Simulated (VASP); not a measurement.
BN (cubic boron nitride):

```
B N
1.0
     0.00000    1.80750    1.80750
     1.80750    0.00000    1.80750
     1.80750    1.80750    0.00000
B N
1 1
Direct
  0.00000 0.00000 0.00000
  0.25000 0.25000 0.25000
```

* Program: VASP 6.6.1
* Task: relaxation of cell and atoms
* Functional: LDA
* Potentials or basis: VASP PAW LDA potentials, release 64 (B, N)
* Cutoff: 600 eV
* k mesh: 10 × 10 × 10
* Occupations: gaussian, width 0.01 eV
* Spin: no spin polarisation

At the start: pressure -10.3 GPa; volume 5.91 Å³/atom.

Task: How do energy, volume and symmetry change on relaxing?

Result: Over 3 steps the energy falls by 5.2 meV/atom and the volume is 5.75 Å³/atom (-2.7 %); space group F-43m (No. 216, to 0.05 Å).

Step by step:
```
step  energy change (eV)  largest force (eV/Å)  pressure (GPa)  volume (Å³)
   1              0.0000                0.0000          -10.29        11.81
   2              0.0014                0.0000           12.01        11.17
   3             -0.0104                0.0000           -0.06        11.50
```

Final structure:
```
CELL_PARAMETERS angstrom
0.00000 1.79137 1.79137
1.79137 0.00000 1.79137
1.79137 1.79137 0.00000
ATOMIC_POSITIONS crystal
B 0.00000 0.00000 0.00000
N 0.25000 0.25000 0.25000
```
